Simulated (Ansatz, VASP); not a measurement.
**One calculation of Ba, two programs**

Contents of INCAR:

```
SYSTEM = Ba
ALGO = Normal
EDIFF = 1E-7
ENCUT = 520
GGA = PE
ISIF = 2
ISMEAR = -1
LASPH = .TRUE.
LCHARG = .FALSE.
LREAL = .FALSE.
LWAVE = .FALSE.
NBANDS = 11
NELM = 80
PREC = Accurate
SIGMA = 0.05
```

Contents of KPOINTS:

```
k-points
0
G
  7 7 7
  0 0 0
```

File POSCAR:

```
Ba
1.0
    0.0000000000      3.1666737309      3.1666737309
    3.1666737309      0.0000000000      3.1666737309
    3.1666737309      3.1666737309      0.0000000000
Ba
1
Direct
    0.0000000000      0.0000000000      0.0000000000
```

File input.yaml:

```yaml
crystal:
  lattice:
    - [0.0, 3.1666737309, 3.1666737309]
    - [3.1666737309, 0.0, 3.1666737309]
    - [3.1666737309, 3.1666737309, 0.0]
  atoms:
    - { symbol: Ba, position: [0.0, 0.0, 0.0] }
kpoints:
  mp_grid: { grid: [7, 7, 7] }
scf:
  occupations: { method: fermi_dirac, width: 0.05 }
hamiltonian:
  xc: pbe
  pseudopotentials: { kind: all_electron, lapw: { basis_error: 0.0005 } }
output:
  forces: true
  stress: true
  eigenvalues: true
```

Change from the starting cell: volume scaled by 0.94.

Alike in both runs: task single point; functional PBE; k mesh 7 × 7 × 7; occupations fermi-dirac, width 0.05 eV; no spin polarisation.

```csv
,VASP,Ansatz
version,VASP 6.6.1,Ansatz 0.2.0
potentials or method,"VASP PAW PBE potentials, release 64 (Ba_sv), cutoff 520 eV","all-electron LAPW, scalar-relativistic"
```

```csv
,VASP,Ansatz,Ansatz less VASP
gap on the k mesh at the Fermi level (eV),none,none,-
pressure (GPa),0.2,0.2,-0.05
```

A gap of «none» marks a metal or a gap that the smearing closes. Ansatz ran all-electron here, and VASP with PAW potentials.

Spin-orbit coupling is off throughout.
